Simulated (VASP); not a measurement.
# TaN in VASP: notebook, part 2 of 2

VASP 6.6.1. Earlier steps stand in the parts before.

## (5) Single point, PBE (uniaxial strain along c: +6.0 %, then relaxed in part)

Contents of INCAR:

```
SYSTEM = TaN
  PREC = Accurate
  ENCUT = 520
  EDIFF = 1E-6
  ISMEAR = 0
  SIGMA = 0.1
  LREAL = .False.
  LASPH = .True.
  NELM = 60
  ALGO = Normal
  ISIF = 2
  LWAVE = .False.
  LCHARG = .False.
  GGA = PE
  NBANDS = 24
```

Contents of KPOINTS:

```
regular mesh
0
Gamma
  24 24 10
  0 0 0
```

Contents of POSCAR:

```
TaN
1.0
    2.8940346236      0.0000000000      0.0000000000
   -1.4470173118      2.5063075035      0.0000000000
    0.0000000000      0.0000000000      6.2697362409
Ta N
2 2
Direct
    0.0000000000      0.0000000000      0.0000000000
    0.0000000000      0.0000000000      0.5000000000
    0.3333333333      0.6666666667      0.2500000000
    0.6666666667      0.3333333333      0.7500000000
```

On the command line:

```bash
cat potpaw_PBE.64/Ta_pv/POTCAR potpaw_PBE.64/N/POTCAR > POTCAR
mpirun -np 1 vasp_std > vasp.out
```

Wall time 2.6 min (1 thread of Intel Xeon 6975P-C (Granite Rapids), shared host); peak memory 0.44 GiB.

The run converged. Its results:

```yaml
Free_energy: -43.7012 eV
Pressure: -12.8 GPa
Band_gap_on_the_k_mesh: zero (band 16 reaches 7.94 eV, above the bottom of band 17 at 7.09 eV)
```

Stress tensor (GPa, compression positive):
```
  0.51   0.00   0.00
  0.00   0.51   0.00
  0.00   0.00 -39.42
```

Levels at points of the mesh, in eV from the Fermi level:
```tsv
k point	band 14	band 15	band 16	band 17	band 18	band 19
(0.00, 0.00, 0.00)	-1.27	-1.27	-0.08	-0.08	1.01	1.01
(0.50, 0.00, 0.00)	-3.40	-2.49	-2.14	2.71	3.65	4.62
(0.00, 0.00, 0.50)	-2.95	-0.89	-0.89	1.15	1.15	1.15
(0.50, 0.00, 0.50)	-3.50	-2.28	-2.28	3.96	3.96	4.75
```

Caveat: the cell differs from its parent crystal (uniaxial strain along c: +6.0 %, then relaxed in part); spin-orbit coupling is left out, which moves the levels of the heavy elements.

## (6) Single point, PBE

This run uses another cell than the first one, of 11.37 Å³/atom, 1.033 times its volume.

Contents of INCAR:

```
PREC = Accurate
ENCUT = 520
EDIFF = 1E-6
ISMEAR = 0
SIGMA = 0.1
LREAL = F
LASPH = T
NELM = 100
ALGO = Normal
ISIF = 2
LWAVE = F
LCHARG = T
GGA = PE
LELF = T
LVHAR = T
NBANDS = 24
```

Contents of KPOINTS:

```
Automatic mesh
0
Gamma
  24 24 10
```

POSCAR is that of step 5.

Potentials or basis: VASP PAW PBE potentials, release 64 (Ta_pv, N).

On the command line:

```bash
cat potpaw_PBE.64/Ta_pv/POTCAR potpaw_PBE.64/N/POTCAR > POTCAR
mpirun -np 1 vasp_std > vasp.out
```

OUTCAR:

```text
PREC = Accurate
   ENCUT = 520
   EDIFF = 1E-6
   ISMEAR = 0
   LREAL = F
   LASPH = T
   NELM = 100
   ISIF = 2
   GGA = PE

 ion  position               nearest neighbor table
   1  0.000  0.000  0.000-   3 2.29   4 2.29   4 2.29   3 2.29   4 2.29   3 2.29   2 3.13   2 3.13

   2  0.000  0.000  0.500-   3 2.29   4 2.29   4 2.29   3 2.29   4 2.29   3 2.29   1 3.13   1 3.13

   3  0.333  0.667  0.250-   1 2.29   2 2.29   1 2.29   2 2.29   1 2.29   2 2.29
   4  0.667  0.333  0.750-   1 2.29   2 2.29   1 2.29   2 2.29   1 2.29   2 2.29

  LATTYP: Found a hexagonal cell.
 ALAT       =     2.8940346236
 C/A-ratio  =     2.1664344268

  Lattice vectors:

 A1 = (   2.8940346236,   0.0000000000,   0.0000000000)
 A2 = (  -1.4470173118,   2.5063075035,   0.0000000000)
 A3 = (   0.0000000000,   0.0000000000,   6.2697362409)

Analysis of symmetry for initial positions (statically):
=====================================================================
 Subroutine PRICEL returns:
 Original cell was already a primitive cell.

 Routine SETGRP: Setting up the symmetry group for a
 hexagonal supercell.

 Subroutine GETGRP returns: Found 24 space group operations
 (whereof 12 operations were pure point group operations)
 out of a pool of 24 trial point group operations.

The static configuration has the point symmetry D_3d.
 The point group associated with its full space group is D_6h.

Analysis of symmetry for dynamics (positions and initial velocities):
=====================================================================
 Subroutine PRICEL returns:
 Original cell was already a primitive cell.

 Routine SETGRP: Setting up the symmetry group for a
 hexagonal supercell.

 Subroutine GETGRP returns: Found 24 space group operations
 (whereof 12 operations were pure point group operations)
 out of a pool of 24 trial point group operations.
[... 122 lines left out ...]
   EFERMI_NEDOS =   21; number of points for ismear=-14 and -15
   IALGO  =     38    algorithm
   IMIX   =      4    mixing-type and parameters
     AMIX     =   0.40;   BMIX     =  1.00
     AMIX_MAG =   1.60;   BMIX_MAG =  1.00
  volume/ion in A,a.u.               =      11.37        76.72
  Fermi-wavevector in a.u.,A,eV,Ry     =   1.456115  2.751659 28.848041  2.120271
  Thomas-Fermi vector in A             =   2.573071
   LORBIT       =      0    0 simple, 1 ext, 2 COOP (PROOUT), +10 PAW based schemes
   GGA     = PE    functional components
   LHFCALC =     F    Hartree Fock is set to
   AEXX    =    0.0000 exact exchange contribution
   IVDW    =     0    specifies the selected vdW correction
   LEPSILON=     F    determine dielectric tensor
   LRPA    =     F    only Hartree local field effects (RPA)
 non-spin polarized calculation
 Gauss-broadening in eV      SIGMA  =   0.10
  energy-cutoff  :      520.00
  volume of cell :       45.48
 maximum number of plane-waves:      1259
 NGX is ok and might be reduce to    24
   NGX = 11   NGY = 11   NGZ = 23

 number of electron      31.9999997 magnetization

 Free energy of the ion-electron system (eV)
  ---------------------------------------------------
  ext. energy  EPLUGINS =         0.00000000
  ---------------------------------------------------
  free energy    TOTEN  =       -43.70116662 eV

  energy without entropy =      -43.69716992  energy(sigma->0) =      -43.69916827

 E-fermi :   7.4620     XC(G=0): -13.0668

 val. band max:        7.4610566061   @ k =   0.1667   0.1667   0.5000
 cond. band min:       7.4632093460   @ k =   0.0833  -0.0000   0.1000
 fundamental gap:      0.0021527399
 Fermi energy:         7.4619501848

 k-point     1 :       0.0000    0.0000    0.0000
  band No.  band energies     occupation
      1     -27.9163      2.00000
      2     -27.4713      2.00000
      3     -27.0471      2.00000
      4     -27.0471      2.00000
      5     -27.0162      2.00000
      6     -27.0162      2.00000
[... 637 lines left out ...]
     23      13.8857      0.00000
     24      14.8773      0.00000

 [... further k-points ...]

------------------------ aborting loop because EDIFF is reached ----------------------------------------

  FORCE on cell =-STRESS in cart. coord.  units (eV):
  Direction    XX          YY          ZZ          XY          YZ          ZX
  --------------------------------------------------------------------------------------
  -------------------------------------------------------------------------------------
  Total        0.1447587      0.1447587    -11.1878858     -0.0000000      0.0000000      0.0000000
  in kB        5.0999751      5.0999751   -394.1588278     -0.0000000      0.0000000      0.0000000
  external PRESSURE =    -127.9862925 kB  Pullay stress =       0.0000000 kB

 VOLUME and BASIS-vectors are now :
 -----------------------------------------------------------------------------
  energy-cutoff  :      520.00
  volume of cell :       45.48
      direct lattice vectors                 reciprocal lattice vectors
     2.894034624  0.000000000  0.000000000     0.345538368  0.199496670  0.000000000
    -1.447017312  2.506307503  0.000000000     0.000000000  0.398993339  0.000000000
     0.000000000  0.000000000  6.269736241     0.000000000  0.000000000  0.159496343

 POSITION                                       TOTAL-FORCE (eV/Angst)
 -----------------------------------------------------------------------------------
      0.00000      0.00000      0.00000         0.000000      0.000000      0.000000
      0.00000      0.00000      3.13487         0.000000      0.000000      0.000000
     -0.00000      1.67087      1.56743        -0.000000      0.000000     -0.000000
      1.44702      0.83544      4.70230         0.000000     -0.000000      0.000000
 -----------------------------------------------------------------------------------
    total drift:                               -0.000000      0.000000      0.000000

  FREE ENERGIE OF THE ION-ELECTRON SYSTEM (eV)
  ---------------------------------------------------
  free  energy   TOTEN  =       -43.7011666218 eV

  energy  without entropy=      -43.6971699191  energy(sigma->0) =      -43.69916827
```

OSZICAR:

```text
N       E                     dE             d eps       ncg     rms          rms(c)
DAV:   1     0.262121928359E+03    0.26212E+03   -0.17197E+04 17568   0.139E+03
DAV:   2    -0.360952447504E+02   -0.29822E+03   -0.28342E+03 21360   0.401E+02
DAV:   3    -0.490158409118E+02   -0.12921E+02   -0.12714E+02 22248   0.809E+01
DAV:   4    -0.491812856516E+02   -0.16544E+00   -0.16496E+00 20120   0.946E+00
DAV:   5    -0.491836683106E+02   -0.23827E-02   -0.23818E-02 22352   0.945E-01    0.290E+01
DAV:   6    -0.440597591774E+02    0.51239E+01   -0.20631E+01 22128   0.307E+01    0.123E+01
DAV:   7    -0.437720570296E+02    0.28770E+00   -0.18693E+00 20472   0.887E+00    0.812E+00
DAV:   8    -0.437080193933E+02    0.64038E-01   -0.34490E-01 21312   0.451E+00    0.129E+00
DAV:   9    -0.437013864567E+02    0.66329E-02   -0.22603E-02 20792   0.977E-01    0.248E-01
DAV:  10    -0.437012472914E+02    0.13917E-03   -0.16577E-03 21480   0.378E-01    0.105E-01
DAV:  11    -0.437011648731E+02    0.82418E-04   -0.27819E-04 21912   0.120E-01    0.145E-02
DAV:  12    -0.437011666843E+02   -0.18113E-05   -0.17162E-05 20768   0.317E-02    0.376E-03
DAV:  13    -0.437011666218E+02    0.62521E-07   -0.65012E-07 12616   0.681E-03
   1 F= -.43701167E+02 E0= -.43699168E+02  d E =-.399670E-02
```

stdout:

```text
POSCAR found type information on POSCAR TaN
 POSCAR found :  2 types and       4 ions
 scaLAPACK will be used
 LDA part: xc-table for (Slater+PW92), standard interpolation
 POSCAR, INCAR and KPOINTS ok, starting setup
 FFT: planning ... GRIDC
 FFT: planning ... GRID_SOFT
 FFT: planning ... GRID
 WAVECAR not read
 entering main loop
```

Run time: 2.7 min. Hardware: 1 thread of Intel Xeon 6975P-C (Granite Rapids), shared host; peak memory 0.44 GiB.

What came out:

* Free energy: -43.7012 eV
* Pressure: -12.8 GPa
* Band gap on the k mesh: zero (band 16 reaches 7.94 eV, above the bottom of band 17 at 7.09 eV)

Stress tensor (GPa, compression positive):
```
  0.51   0.00   0.00
  0.00   0.51   0.00
  0.00   0.00 -39.42
```

Caveat: spin-orbit coupling is left out, which moves the levels of the heavy elements.

## (7) Overview

| cell | k mesh | cutoff (eV) | smearing | gap on the mesh (eV) | pressure (GPa) |
| --- | --- | --- | --- | --- | --- |
| a = 2.903, b = 2.903, c = 6.033 Å, angles 90.0, 90.0, 120.0°, 4 atoms | 24 × 24 × 10 | 520 | gaussian 0.1 eV | none | -3.0 |
| a = 2.915, b = 5.056, c = 5.915 Å, 8 atoms | 12 × 6 × 6 | 600 | gaussian 0.1 eV | none | 0.6 |
| a = 2.915, b = 5.056, c = 5.915 Å, 8 atoms | 12 × 6 × 6 | 600 | methfessel-paxton 0.1 eV | none | 0.6 |
| a = 2.894, b = 2.894, c = 6.270 Å, angles 90.0, 90.0, 120.0°, 4 atoms | 24 × 24 × 10 | 520 | gaussian 0.1 eV | none | -12.8 |

Alike in all rows: task single point; level PBE; potentials or basis VASP PAW PBE potentials, release 64 (Ta_pv, N); no spin polarisation.

Caveats: spin-orbit coupling is left out, which moves the levels of the heavy elements.

Total energies depend on the potentials used, so only differences within one code and one set of settings carry meaning.
